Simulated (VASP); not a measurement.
# Zn7O (P3m1) in VASP: notebook, part 2 of 2

VASP 6.6.1. The steps go on from the part before.

## (3) Relaxation of cell and atoms, PBE

This run uses another cell than the first one, of 13.30 Å³/atom.

Contents of INCAR:

```
  PREC = Accurate
  ENCUT = 600
  EDIFF = 1E-6
  ISMEAR = 0
  SIGMA = 0.2
  LREAL = False
  LASPH = True
  NELM = 80
  ALGO = Normal
  ISIF = 3
  LWAVE = False
  LCHARG = False
  GGA = PE
  IBRION = 2
  NSW = 36
  EDIFFG = -0.08
```

Contents of KPOINTS:

```
Automatic mesh
0
Gamma
  7 7 1
```

Contents of POSCAR:

```
Zn7O
1.0
    2.7500000000      0.0000000000      0.0000000000
   -1.3750000000      2.3815698600      0.0000000000
    0.0000000000      0.0000000000     16.2500000000
Zn O
7 1
Direct
    0.3333333300      0.6666666700      0.7310000000
    0.6666666700      0.3333333300      0.8650000000
    0.3333333300      0.6666666700      0.4620000000
    0.0000000000      0.0000000000      0.5960000000
    0.0000000000      0.0000000000      0.0000000000
    0.3333333300      0.6666666700      0.1930000000
    0.0000000000      0.0000000000      0.3270000000
    0.0000000000      0.0000000000      0.1200000000
```

Potentials or basis: VASP PAW PBE potentials, release 64 (Zn, O).

On the command line:

```bash
$ cat potpaw_PBE.64/Zn/POTCAR potpaw_PBE.64/O/POTCAR > POTCAR
$ mpirun -np 1 vasp_std > vasp.out
```

OUTCAR:

```text
PREC = Accurate
   ENCUT = 600
   EDIFF = 1E-6
   ISMEAR = 0
   LREAL = False
   LASPH = True
   NELM = 80
   ISIF = 3
   GGA = PE
   IBRION = 2
   NSW = 36
   EDIFFG = -0.08

 ion  position               nearest neighbor table
   1  0.333  0.667  0.731-   2 2.69   2 2.69   2 2.69   4 2.71   4 2.71   4 2.71
   2  0.667  0.333  0.865-   1 2.69   1 2.69   1 2.69   5 2.71   5 2.71   5 2.71
   3  0.333  0.667  0.462-   4 2.69   4 2.69   4 2.69   7 2.71   7 2.71   7 2.71
   4  0.000  0.000  0.596-   3 2.69   3 2.69   3 2.69   1 2.71   1 2.71   1 2.71
   5  0.000  0.000  0.000-   8 1.95   2 2.71   2 2.71   2 2.71
   6  0.333  0.667  0.193-   8 1.98   8 1.98   8 1.98   7 2.69   7 2.69   7 2.69
   7  0.000  0.000  0.327-   6 2.69   6 2.69   6 2.69   3 2.71   3 2.71   3 2.71
   8  0.000  0.000  0.120-   5 1.95   6 1.98   6 1.98   6 1.98

  LATTYP: Found a hexagonal cell.
 ALAT       =     2.7500000000
 C/A-ratio  =     5.9090909091

  Lattice vectors:

 A1 = (   2.7500000000,   0.0000000000,   0.0000000000)
 A2 = (  -1.3750000000,   2.3815698600,   0.0000000000)
 A3 = (   0.0000000000,   0.0000000000,  16.2500000000)

Analysis of symmetry for initial positions (statically):
=====================================================================
 Subroutine PRICEL returns:
 Original cell was already a primitive cell.

 Routine SETGRP: Setting up the symmetry group for a
 hexagonal supercell.

 Subroutine GETGRP returns: Found  6 space group operations
 (whereof  6 operations were pure point group operations)
 out of a pool of 24 trial point group operations.

The static configuration has the point symmetry C_3v.

Analysis of symmetry for dynamics (positions and initial velocities):
=====================================================================
 Subroutine PRICEL returns:
 Original cell was already a primitive cell.

 Routine SETGRP: Setting up the symmetry group for a
 hexagonal supercell.

 Subroutine GETGRP returns: Found  6 space group operations
 (whereof  6 operations were pure point group operations)
 out of a pool of 24 trial point group operations.

The dynamic configuration has the point symmetry C_3v.

 Subroutine INISYM returns: Found  6 space group operations
 (whereof  6 operations are pure point group operations),
 and found     1 'primitive' translations

----------------------------------------------------------------------------------------

                                     Primitive cell

  volume of cell :     106.4264

  direct lattice vectors                    reciprocal lattice vectors
     2.750000000  0.000000000  0.000000000     0.363636364  0.209945552  0.000000000
    -1.375000000  2.381569860  0.000000000     0.000000000  0.419891105  0.000000000
     0.000000000  0.000000000 16.250000000     0.000000000  0.000000000  0.061538462

  length of vectors
     2.750000000  2.750000000 16.250000000     0.419891105  0.419891105  0.061538462

  position of ions in fractional coordinates (direct lattice)
     0.333333330  0.666666670  0.731000000
     0.666666670  0.333333330  0.865000000
     0.333333330  0.666666670  0.462000000
     0.000000000  0.000000000  0.596000000
     0.000000000  0.000000000  0.000000000
[... 41 lines left out ...]
 Following reciprocal coordinates:
            Coordinates               Weight
  0.000000  0.000000  0.000000      1.000000
  0.142857  0.000000  0.000000      6.000000
  0.285714  0.000000  0.000000      6.000000
  0.428571  0.000000  0.000000      6.000000
  0.142857  0.142857  0.000000      6.000000
  0.285714  0.142857  0.000000     12.000000
  0.428571  0.142857  0.000000      6.000000
  0.285714  0.285714  0.000000      6.000000
   k-points           NKPTS =      8   k-points in BZ     NKDIM =      8   number of bands    NBANDS=     54
   number of dos      NEDOS =    301   number of ions     NIONS =      8
   total plane-waves  NPLWV =  80640
   dimension x,y,z NGX =    24 NGY =   24 NGZ =  140
   dimension x,y,z NGXF=    48 NGYF=   48 NGZF=  280
   ions per type =               7   1
   NGX,Y,Z   is equivalent  to a cutoff of  14.51, 14.51, 14.32 a.u.
   NGXF,Y,Z  is equivalent  to a cutoff of  29.02, 29.02, 28.65 a.u.
 SYSTEM =  unknown system
   PREC   = accura    normal or accurate (medium, high low for compatibility)
   ISTART =      0    job   : 0-new  1-cont  2-samecut
   ICHARG =      2    charge: 1-file 2-atom 10-const
   ISPIN  =      1    spin polarized calculation?
   LNONCOLLINEAR =      F non collinear calculations
   LSORBIT =      F    spin-orbit coupling
   LASPH  =      T    aspherical Exc in radial PAW
   ENCUT  =  600.0 eV  44.10 Ry    6.64 a.u.   5.49  5.49 32.46*2*pi/ulx,y,z
   NELM   =     80;   NELMIN=  2; NELMDL= -5     # of ELM steps
   EDIFF  = 0.1E-05   stopping-criterion for ELM
   LREAL  =      F    real-space projection
   EDIFFG = -.8E-01   stopping-criterion for IOM
   NSW    =     36    number of steps for IOM
   IBRION =      2    ionic relax: 0-MD 1-quasi-New 2-CG
   NFREE  =      1    steps in history (QN), initial steepest desc. (CG)
   ISIF   =      3    stress and relaxation
   ISYM   =      2    0-nonsym 1-usesym 2-fastsym
   POTIM  = 0.5000    time-step for ionic-motion
   TEBEG  =    0.0;   TEEND  =   0.0 temperature during run
   PSTRESS=    0.0 pullay stress
   NELECT =      90.0000    total number of electrons
   NUPDOWN=      -1.0000    fix difference up-down
   EMIN   =  10.00;   EMAX   =-10.00  energy-range for DOS
   EFERMI =   0.00;   METHOD = LEGACY
   ISMEAR =     0;   SIGMA  =   0.20  broadening in eV -4-tet -1-fermi 0-gaus
   EFERMI_NEDOS =   21; number of points for ismear=-14 and -15
   IALGO  =     38    algorithm
   IMIX   =      4    mixing-type and parameters
     AMIX     =   0.40;   BMIX     =  1.00
     AMIX_MAG =   1.60;   BMIX_MAG =  1.00
  volume/ion in A,a.u.               =      13.30        89.78
  Fermi-wavevector in a.u.,A,eV,Ry     =   1.548124  2.925531 32.608938  2.396689
  Thomas-Fermi vector in A             =   2.653120
   LORBIT       =      0    0 simple, 1 ext, 2 COOP (PROOUT), +10 PAW based schemes
   GGA     = PE    functional components
   LHFCALC =     F    Hartree Fock is set to
   AEXX    =    0.0000 exact exchange contribution
   IVDW    =     0    specifies the selected vdW correction
   LEPSILON=     F    determine dielectric tensor
   LRPA    =     F    only Hartree local field effects (RPA)
 conjugate gradient relaxation of ions
 non-spin polarized calculation
 Gauss-broadening in eV      SIGMA  =   0.20
  energy-cutoff  :      600.00
  volume of cell :      106.43
 maximum number of plane-waves:      3605
 NGX is ok and might be reduce to    24
   NGX = 11   NGY = 11   NGZ = 65

--------------------------------------- Ionic step        1  -------------------------------------------

 number of electron      90.0000059 magnetization

 Free energy of the ion-electron system (eV)
  ---------------------------------------------------
  ext. energy  EPLUGINS =         0.00000000
  ---------------------------------------------------
  free energy    TOTEN  =       -14.06877245 eV

  energy without entropy =      -14.02623743  energy(sigma->0) =      -14.04750494

------------------------ aborting loop because EDIFF is reached ----------------------------------------

  FORCE on cell =-STRESS in cart. coord.  units (eV):
  Direction    XX          YY          ZZ          XY          YZ          ZX
  --------------------------------------------------------------------------------------
  -------------------------------------------------------------------------------------
  Total        6.9001448      6.9001448      1.9294222      0.0000000      0.0000000      0.0000000
  in kB      103.8770015    103.8770014     29.0461427      0.0000000      0.0000000      0.0000000
  external PRESSURE =      78.9333819 kB  Pullay stress =       0.0000000 kB
[... 107 lines left out ...]
  FREE ENERGIE OF THE ION-ELECTRON SYSTEM (eV)
  ---------------------------------------------------
  free  energy   TOTEN  =       -14.4351444082 eV

  energy  without entropy=      -14.4031217505  energy(sigma->0) =      -14.41913308

[... ionic steps 4 to 13 ...]

--------------------------------------- Ionic step       14  -------------------------------------------

 number of electron      89.9999931 magnetization

------------------------ aborting loop because EDIFF is reached ----------------------------------------
[... 79 lines left out ...]
--------------------------------------- Ionic step       16  -------------------------------------------

 number of electron      89.9999922 magnetization

 Free energy of the ion-electron system (eV)
  ---------------------------------------------------
  ext. energy  EPLUGINS =         0.00000000
  ---------------------------------------------------
  free energy    TOTEN  =       -14.54991551 eV

  energy without entropy =      -14.50105277  energy(sigma->0) =      -14.52548414

 E-fermi :   2.7653     XC(G=0): -11.2560

 val. band max:        2.7434928562   @ k =   0.2857   0.2857   0.0000
 cond. band min:       2.7849051490   @ k =   0.0000   0.0000   0.0000
 fundamental gap:      0.0414122927
 Fermi energy:         2.7653158458

 k-point     1 :       0.0000    0.0000    0.0000
  band No.  band energies     occupation
      1     -16.5435      2.00000
      2      -6.9771      2.00000
      3      -6.7058      2.00000
      4      -5.6796      2.00000
      5      -5.5839      2.00000
      6      -5.3483      2.00000
[... 480 lines left out ...]
  FREE ENERGIE OF THE ION-ELECTRON SYSTEM (eV)
  ---------------------------------------------------
  free  energy   TOTEN  =       -14.5499155132 eV

  energy  without entropy=      -14.5010527738  energy(sigma->0) =      -14.52548414

 reached required accuracy - stopping structural energy minimisation
```

Run time: 27 min. Hardware: 1 thread of AMD EPYC 7R13, shared host; peak memory 0.26 GiB.

What came out:

```
Free energy                           : -14.5499 eV
Relaxed volume                        : 14.94 Å³/atom
Relaxed cell                          : a = 2.974 Å, b = 2.974 Å, c = 15.603 Å, α = 90.00°, β = 90.00°, γ = 120.00°
Space group after relaxing (to 0.1 Å) : P3m1 (No. 156)
Energy gained by relaxing             : 60.1 meV/atom
Ionic steps                           : 16
Pressure after relaxing               : -0.4 GPa
Largest force after relaxing          : 0.074 eV/Å
Band gap on the k mesh                : zero (bands 45 and 46 overlap by 1.13 eV)
```

Forces in eV/Å, atoms in the order of the input:
```
Zn   0.000  0.000  0.004
Zn   0.000  0.000 -0.038
Zn   0.000  0.000  0.062
Zn   0.000  0.000  0.055
Zn   0.000  0.000 -0.074
Zn   0.000  0.000  0.024
Zn   0.000  0.000  0.010
O    0.000  0.000 -0.042
```

Stress tensor (GPa, compression positive):
```
-0.30  0.00  0.00
 0.00 -0.30  0.00
 0.00  0.00 -0.51
```

Step by step:
| step | energy change (eV) | largest force (eV/Å) | pressure (GPa) | volume (Å³) |
| --- | --- | --- | --- | --- |
| 1 | 0.0000 | 0.8170 | 7.89 | 106.43 |
| 2 | -0.3552 | 0.8323 | -0.28 | 116.81 |
| 3 | -0.3664 | 0.8571 | -1.81 | 119.55 |
| 4 | -0.4365 | 0.2100 | -0.29 | 119.11 |
| 5 | -0.4375 | 0.2552 | -0.06 | 119.04 |
| 6 | -0.4446 | 0.1243 | -0.09 | 118.92 |
| 7 | -0.4512 | 0.2964 | -0.14 | 118.63 |
| 8 | -0.4547 | 0.2858 | -0.09 | 118.53 |
| 9 | -0.4639 | 0.2533 | 0.07 | 118.24 |
| 10 | -0.4558 | 0.4421 | 0.69 | 117.61 |
| 11 | -0.4661 | 0.2714 | 0.24 | 118.05 |
| 12 | -0.4709 | 0.2341 | 0.26 | 118.17 |
| 13 | -0.4746 | 0.1794 | 0.15 | 118.35 |
| 14 | -0.4749 | 0.1755 | 0.25 | 118.42 |
| 15 | -0.4777 | 0.1475 | 0.23 | 118.70 |
| 16 | -0.4811 | 0.0741 | -0.37 | 119.53 |

Final structure:
```
Zn O
1.0
     2.97413    0.00000    0.00000
    -1.48707    2.57568    0.00000
     0.00000    0.00000   15.60319
Zn O
7 1
Direct
  0.33333 0.66667 0.73310
  0.66667 0.33333 0.86900
  0.33333 0.66667 0.46195
  0.00000 0.00000 0.59664
  0.00000 0.00000 0.99922
  0.33333 0.66667 0.18716
  0.00000 0.00000 0.32493
  0.00000 0.00000 0.12201
```

Levels at points of the mesh, in eV from the Fermi level:
```tsv
k point	band 42	band 43	band 44	band 45	band 46	band 47	band 48	band 49
(0.00, 0.00, 0.00)	-4.67	-1.99	-1.62	-1.62	0.02	3.38	3.79	7.75
```

Caveat: the k points lie up to 0.40 Å⁻¹ apart in the final cell, too coarse for converged energies and pressures of a metal; the relaxation stopped at a loose force limit of 0.08 eV/Å, so its end isn't a converged minimum.

## (4) Single point, PBE

This run uses another cell than the first one, of 14.85 Å³/atom.

Contents of INCAR:

```
SYSTEM = Zn7O
  ALGO = Normal
  EDIFF = 1E-7
  ENCUT = 520
  GGA = PE
  ISIF = 2
  ISMEAR = 0
  LASPH = .True.
  LCHARG = .False.
  LREAL = .False.
  LWAVE = .False.
  NBANDS = 55
  NELM = 60
  PREC = Accurate
  SIGMA = 0.1
```

Contents of KPOINTS:

```
k-points
0
Gamma
  12 12 2
  0 0 0
```

Contents of POSCAR:

```
Zn7O
1.0
    2.9928430578      0.0000000000      0.0000000000
   -1.4964215289      2.5918781176      0.0000000000
    0.0000000000      0.0000000000     15.3183679688
Zn O
7 1
Direct
    0.3333333333      0.6666666667      0.7338148819
    0.6666666667      0.3333333333      0.8670370632
    0.3333333333      0.6666666667      0.4637433228
    0.0000000000      0.0000000000      0.5981990777
    0.0000000000      0.0000000000     -0.0039580286
    0.3333333333      0.6666666667      0.1862651795
    0.0000000000      0.0000000000      0.3272959140
    0.0000000000      0.0000000000      0.1216025896
```

On the command line:

```bash
$ cat potpaw_PBE.64/Zn/POTCAR potpaw_PBE.64/O/POTCAR > POTCAR
$ mpirun -np 1 vasp_std > vasp.out
```

Wall time 9.5 min (1 thread of AMD EPYC 7R13, shared host); peak memory 0.32 GiB.

The run converged. Its results:

| Quantity | Value |
| --- | --- |
| Free energy | -14.6697 eV |
| Pressure | 0.4 GPa |
| Largest force | 0.073 eV/Å |
| Band gap on the k mesh | zero (bands 45 and 46 overlap by 1.48 eV) |

Forces on the atoms (eV/Å):
```
Zn   0.000  0.000 -0.002
Zn   0.000  0.000 -0.001
Zn   0.000  0.000 -0.002
Zn   0.000  0.000  0.001
Zn   0.000  0.000 -0.062
Zn   0.000  0.000  0.073
Zn   0.000  0.000 -0.006
O    0.000  0.000  0.000
```

Stress tensor (GPa, compression positive):
```
0.38 0.00 0.00
0.00 0.38 0.00
0.00 0.00 0.58
```

Levels at points of the mesh, in eV from the Fermi level:
| k point | band 42 | band 43 | band 44 | band 45 | band 46 | band 47 | band 48 | band 49 |
| --- | --- | --- | --- | --- | --- | --- | --- | --- |
| (0.00, 0.00, 0.00) | -4.55 | -1.80 | -1.73 | -1.73 | 0.33 | 3.72 | 4.10 | 8.11 |
| (0.50, 0.00, 0.00) | -2.83 | -2.57 | -2.23 | -1.67 | -0.61 | -0.19 | 1.19 | 1.57 |
| (0.00, 0.00, 0.50) | -3.09 | -2.97 | -1.73 | -1.73 | 1.52 | 1.95 | 5.90 | 6.52 |
| (0.50, 0.00, 0.50) | -2.63 | -2.57 | -2.41 | -1.63 | -0.51 | -0.27 | 0.97 | 1.91 |

## (5) The runs side by side

```csv
task,cell,k mesh,cutoff (eV),smearing,gap on the mesh (eV),pressure (GPa),largest force (eV/Å)
single point,"a = 2.900, b = 2.900, c = 16.177 Å, angles 90.0, 90.0, 120.0°, 8 atoms, atomic positions A",7 × 7 × 1,520,gaussian 0.2 eV,none,0.7,0.10
relaxation of cell and atoms,"relaxed from a = 2.750, b = 2.750, c = 16.250 Å, angles 90.0, 90.0, 120.0°, 8 atoms, atomic positions B",7 × 7 × 1,600,gaussian 0.2 eV,none,-0.4,0.07
single point,"a = 2.993, b = 2.993, c = 15.318 Å, angles 90.0, 90.0, 120.0°, 8 atoms, atomic positions C",12 × 12 × 2,520,gaussian 0.1 eV,none,0.4,0.07
```

Alike in all rows: level PBE; potentials or basis VASP PAW PBE potentials, release 64 (Zn, O); no spin polarisation.

Caveats: some runs use coarse meshes; the relaxation stopped at a loose force limit of 0.08 eV/Å, so its end isn't a converged minimum (at least some runs).

Absolute energies hang on the potentials; compare differences alone.
